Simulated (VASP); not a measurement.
# Ba6Ti6O19 (a cell with a defect) in VASP: single point with PBE

Aim: the single point of Ba6Ti6O19 (a cell with a defect) with PBE.

Program: VASP 6.6.1. These are calculated values, not measurements. Logs are shortened: lines on timing, memory, paths and dates and some standing lists are left out, and cuts for length are marked.

### 1 The cell of the first run

The cell holds a defect, 31 atoms: a = 7.055 Å, b = 7.055 Å, c = 9.148 Å, α = 74.73°, β = 74.73°, γ = 68.53°.

### 2 Single point, PBE

File INCAR:

```
ALGO = Normal
EDIFF = 1E-6
ENCUT = 520
GGA = PE
ISIF = 2
ISMEAR = 0
LASPH = T
LCHARG = F
LREAL = Auto
LWAVE = F
NBANDS = 144
NELM = 60
PREC = Accurate
SIGMA = 0.02
```

File KPOINTS:

```
Automatic mesh
0
Gamma
  2 2 2
  0.5 0.5 0.5
```

File POSCAR:

```
Ba6Ti6O19
1.0
    3.9725052574      0.0000000000     -5.8307708310
   -3.9725052574      0.0000000000     -5.8307708310
    0.0000000000      8.6713335263     -2.9153854155
Ba Ti O
6 6 19
Direct
    0.3335282762      0.3398534296      0.6562275588
    0.1630403686      0.1685428377      0.3361528846
    1.0067947562      1.0122506362     -0.0012376500
    0.8360857782      0.8386425984      0.6451808560
    0.6657521272      0.6646932006      0.3410044024
    0.4980895373      0.5048519473      0.9932879478
    0.8203767040      0.3267412037      0.6678535008
    0.6583705061      0.1650819541      0.3214238618
    0.4731153946      1.0110384195     -0.0026208473
    0.3265514678      0.8325291624      0.6595057735
    0.1586802613      0.6623109919      0.3241641594
    0.9962551787      0.4825549899      0.0003709269
    0.6710414082      0.1877274914      0.8272956492
    0.5133556686      0.0208496908      0.4870299101
    0.3292842294      0.8619320502      0.1575768700
    0.2170935754      0.6642708592      0.8137747672
    0.0227303620      0.5135441953      0.4879289164
    0.8528480646      0.3319407561      0.1644578605
    0.7615171819      0.2626118505      0.5046278793
    0.5918317762      0.0986510229      0.1638277112
    0.4280005171      0.9388300304      0.8340480736
    0.2658157923      0.7647872817      0.4979691525
    0.0909572250      0.5935051117      0.1671846260
    0.9293195222      0.4199312812      0.8402797459
    0.6104131459      0.5973593432      0.6583071659
    0.4315841940      0.4333082866      0.3233428013
    0.2563812653      0.2674636583      0.9987600300
    0.0949320597      0.0919198326      0.6653806509
    0.9250158369      0.9255410500      0.3291317690
    0.6974752428      0.7399119500      1.0405567916
    0.8739504683      0.7734054503      0.9265662541
```

Potentials or basis: VASP PAW PBE potentials, release 64 (Ba_sv, Ti_sv, O).

Command:

```bash
cat potpaw_PBE.64/Ba_sv/POTCAR potpaw_PBE.64/Ti_sv/POTCAR potpaw_PBE.64/O/POTCAR > POTCAR
mpirun -np 1 vasp_std > vasp.out
```

OUTCAR:

```text
EDIFF = 1E-6
   ENCUT = 520
   GGA = PE
   ISIF = 2
   ISMEAR = 0
   LASPH = T
   LREAL = Auto
   NELM = 60
   PREC = Accurate

 ion  position               nearest neighbor table
   1  0.334  0.340  0.656-  17 2.74  16 2.78  14 2.79  21 2.80  28 2.81  24 2.84  19 2.89  22 2.89
                            26 2.89  13 2.91  27 2.97  25 3.12   7 3.43  10 3.47  11 3.49   9 3.50
   2  0.163  0.169  0.336-  18 2.76  22 2.77  19 2.78  15 2.78  29 2.83  17 2.85  28 2.86  14 2.87
                            23 2.91  27 2.93  20 2.95  26 3.07  10 3.44  11 3.45   8 3.45   9 3.48
   3  0.007  0.012  0.999-  31 2.49  15 2.75  18 2.78  24 2.78  20 2.84  29 2.86  23 2.87  21 2.88
                            28 2.89  13 2.90  27 2.94  16 3.05   9 3.28  30 3.29  12 3.30   8 3.44
   4  0.836  0.839  0.645-  31 2.56  25 2.69  29 2.74  14 2.75  17 2.76  19 2.84  21 2.88  22 2.89
                            24 2.96  13 3.04  28 3.05  16 3.14  11 3.42   8 3.45   7 3.46  10 3.48
   5  0.666  0.665  0.341-  30 2.62  22 2.73  25 2.76  19 2.76  26 2.77  14 2.88  17 2.89  18 2.91
                            23 2.93  15 2.97  20 2.99  29 3.00  10 3.42  11 3.43   7 3.45   8 3.47
   6  0.498  0.505  0.993-  16 2.65  30 2.71  13 2.76  27 2.78  20 2.81  23 2.82  26 2.87  24 2.91
                            25 2.91  21 2.94  15 2.98  18 3.00   7 3.45   8 3.47  12 3.48  11 3.48
   7  0.820  0.327  0.668-  13 1.84  19 1.85  25 1.94  28 2.04  24 2.25  17 2.34   1 3.43   5 3.45
                             6 3.45   4 3.46   3 3.50   2 3.50   4 3.60   1 3.63
   8  0.658  0.165  0.321-  20 1.84  14 1.87  26 1.98  29 2.02  18 2.14  19 2.33   3 3.44   4 3.45
                             2 3.45   5 3.47   6 3.47   1 3.52   5 3.60   2 3.61
   9  0.473  0.011  0.997-  21 1.83  15 1.86  27 1.89  30 2.01  20 2.22  13 2.24   3 3.28   2 3.48
                             1 3.50   6 3.52   6 3.54   5 3.67   4 3.72   3 3.77
  10  0.327  0.833  0.660-  16 1.79  22 1.86  28 1.96  25 2.08  14 2.25  21 2.29   5 3.42   2 3.44
                             1 3.47   4 3.48   6 3.51   3 3.55   4 3.58   1 3.59
  11  0.159  0.662  0.324-  17 1.85  23 1.85  29 1.98  26 2.01  15 2.21  22 2.29   4 3.42   5 3.43
                             2 3.45   3 3.46   6 3.48   1 3.49   2 3.61   5 3.63
  12  0.996  0.483  0.000-  24 1.85  18 1.88  27 1.91  31 1.92  23 2.22  30 2.24  16 2.43   3 3.30
                             6 3.48   2 3.48   1 3.54   6 3.58   5 3.59   4 3.70   3 3.76
  13  0.671  0.188  0.827-   7 1.84   9 2.24   6 2.76   3 2.90   1 2.91   4 3.04
  14  0.513  0.021  0.487-   8 1.87  10 2.25   4 2.75   1 2.79   2 2.87   5 2.88
  15  0.329  0.862  0.158-   9 1.86  11 2.21   3 2.75   2 2.78   5 2.97   6 2.98
  16  0.217  0.664  0.814-  10 1.79  12 2.43   6 2.65   1 2.78   3 3.05   4 3.14
  17  0.023  0.514  0.488-  11 1.85   7 2.34   1 2.74   4 2.76   2 2.85   5 2.89
  18  0.853  0.332  0.164-  12 1.88   8 2.14   2 2.76   3 2.78   5 2.91   6 3.00
[... 10 lines left out ...]
  29  0.925  0.926  0.329-  11 1.98   8 2.02   4 2.74   2 2.83   3 2.86   5 3.00
  30  0.697  0.740  0.041-  31 1.45   9 2.01  12 2.24   5 2.62   6 2.71   3 3.29
  31  0.874  0.773  0.927-  30 1.45  12 1.92   3 2.49   4 2.56

  LATTYP: Found a base centered monoclinic cell.
 ALAT       =    11.6615416620
 B/A-ratio  =     0.6813001870
 C/A-ratio  =     0.7844851023
 COS(beta)  =    -0.3186803666

  Lattice vectors:

 A1 = (  -3.9725052574,   0.0000000000,   5.8307708310)
 A2 = (   3.9725052574,   0.0000000000,   5.8307708310)
[... 187 lines left out ...]
  Fermi-wavevector in a.u.,A,eV,Ry     =   1.390223  2.627140 26.296246  1.932720
  Thomas-Fermi vector in A             =   2.514178
   LORBIT       =      0    0 simple, 1 ext, 2 COOP (PROOUT), +10 PAW based schemes
   GGA     = PE    functional components
   LHFCALC =     F    Hartree Fock is set to
   AEXX    =    0.0000 exact exchange contribution
   IVDW    =     0    specifies the selected vdW correction
   LEPSILON=     F    determine dielectric tensor
   LRPA    =     F    only Hartree local field effects (RPA)
 non-spin polarized calculation
 Gauss-broadening in eV      SIGMA  =   0.02
  energy-cutoff  :      520.00
  volume of cell :      401.70
 maximum number of plane-waves:     10816
 NGX is ok and might be reduce to    54
   NGX = 27   NGY = 27   NGZ = 33

 number of electron     245.9999996 magnetization

 Free energy of the ion-electron system (eV)
  ---------------------------------------------------
  ext. energy  EPLUGINS =         0.00000000
  ---------------------------------------------------
  free energy    TOTEN  =      -243.33217112 eV

  energy without entropy =     -243.33217112  energy(sigma->0) =     -243.33217112

 E-fermi :   3.6832     XC(G=0): -11.1043

 val. band max:        3.5324159905   @ k =  -0.2500   0.2500  -0.2500
 cond. band min:       6.1805244493   @ k =  -0.2500  -0.2500   0.2500
 fundamental gap:      2.6481084588
 Fermi energy:         3.6831716289

 k-point     1 :       0.2500    0.2500    0.2500
  band No.  band energies     occupation
      1     -52.8153      2.00000
      2     -52.7240      2.00000
      3     -52.7122      2.00000
      4     -52.6868      2.00000
      5     -52.6183      2.00000
      6     -52.5372      2.00000
[... 541 lines left out ...]
    134       7.4116      0.00000
    135       7.4822      0.00000
 [bands above 135 left out]

------------------------ aborting loop because EDIFF is reached ----------------------------------------

  FORCE on cell =-STRESS in cart. coord.  units (eV):
  Direction    XX          YY          ZZ          XY          YZ          ZX
  --------------------------------------------------------------------------------------
  -------------------------------------------------------------------------------------
  Total       18.4595192     14.2512155     13.3688863     -1.4180420      0.5557725     -1.6437478
  in kB       73.6248847     56.8402722     53.3211458     -5.6557909      2.2166713     -6.5560074
  external PRESSURE =      61.2621009 kB  Pullay stress =       0.0000000 kB

 VOLUME and BASIS-vectors are now :
 -----------------------------------------------------------------------------
  energy-cutoff  :      520.00
  volume of cell :      401.70
      direct lattice vectors                 reciprocal lattice vectors
     3.972505257  0.000000000 -5.830770831     0.125865158 -0.028830629 -0.085751955
    -3.972505257  0.000000000 -5.830770831    -0.125865158 -0.028830629 -0.085751955
     0.000000000  8.671333526 -2.915385415     0.000000000  0.115322516  0.000000000

 POSITION                                       TOTAL-FORCE (eV/Angst)
 -----------------------------------------------------------------------------------
     -0.02513      5.69037     -5.83949         0.019616      0.011651     -0.029628
     -0.02186      2.91489     -2.91340         0.006392     -0.017660     -0.053636
     -0.02167      8.66060     -3.02283         0.003425     -0.009005     -0.080748
     -0.01016      5.59458    -11.64591        -0.009536     -0.010348     -0.049501
      0.00421      2.95696     -8.75168        -0.002128     -0.007469     -0.037564
     -0.02686      8.61313     -8.74374         0.010002      0.034047     -0.030141
[... 23 lines left out ...]
     -0.16858      0.35168     -8.49931        -0.105554      0.068502      0.090844
      0.39942      8.03457    -12.30665         0.103684     -0.098268     -0.059206
 -----------------------------------------------------------------------------------
    total drift:                               -0.023242      0.003225      0.001361

  FREE ENERGIE OF THE ION-ELECTRON SYSTEM (eV)
  ---------------------------------------------------
  free  energy   TOTEN  =      -243.3321711185 eV

  energy  without entropy=     -243.3321711185  energy(sigma->0) =     -243.33217112
```

Run time: 29 min. Hardware: 1 thread of AMD EPYC 7R13, shared host; peak memory 0.52 GiB.

What came out:

```
Free energy            : -243.3322 eV
Pressure               : 6.1 GPa
Largest force          : 0.155 eV/Å
Band gap on the k mesh : 2.65 eV
```

Forces on the atoms (eV/Å):
```
Ba   0.020  0.012 -0.030
Ba   0.006 -0.018 -0.054
Ba   0.003 -0.009 -0.081
Ba  -0.010 -0.010 -0.050
Ba  -0.002 -0.007 -0.038
Ba   0.010  0.034 -0.030
Ti   0.004 -0.010 -0.090
Ti   0.013  0.032 -0.089
Ti   0.031  0.016 -0.090
Ti   0.008 -0.043 -0.112
Ti  -0.005  0.011 -0.091
Ti   0.015  0.025 -0.057
O    0.018  0.052  0.077
O   -0.003  0.021  0.041
O    0.038  0.047  0.036
O   -0.070  0.071  0.090
O   -0.003  0.029  0.062
O   -0.038  0.018  0.031
O    0.004 -0.030  0.061
O    0.009 -0.043  0.061
O    0.023 -0.058  0.051
O   -0.002 -0.038  0.067
O   -0.003 -0.051  0.057
O   -0.020 -0.050  0.027
O   -0.027  0.048  0.049
O   -0.008 -0.002  0.023
O   -0.008 -0.003  0.017
O   -0.006  0.021  0.021
O    0.002 -0.034  0.010
O   -0.106  0.069  0.091
O    0.104 -0.098 -0.059
```

Levels at points of the mesh, in eV from the valence-band top:
| k point | band 120 | band 121 | band 122 | band 123 | band 124 | band 125 | band 126 | band 127 |
| --- | --- | --- | --- | --- | --- | --- | --- | --- |
| (0.25, 0.25, 0.25) | -0.36 | -0.19 | -0.06 | -0.02 | 2.81 | 2.92 | 3.06 | 3.13 |

Caveat: spin-orbit coupling is left out, which moves the levels of the heavy elements.
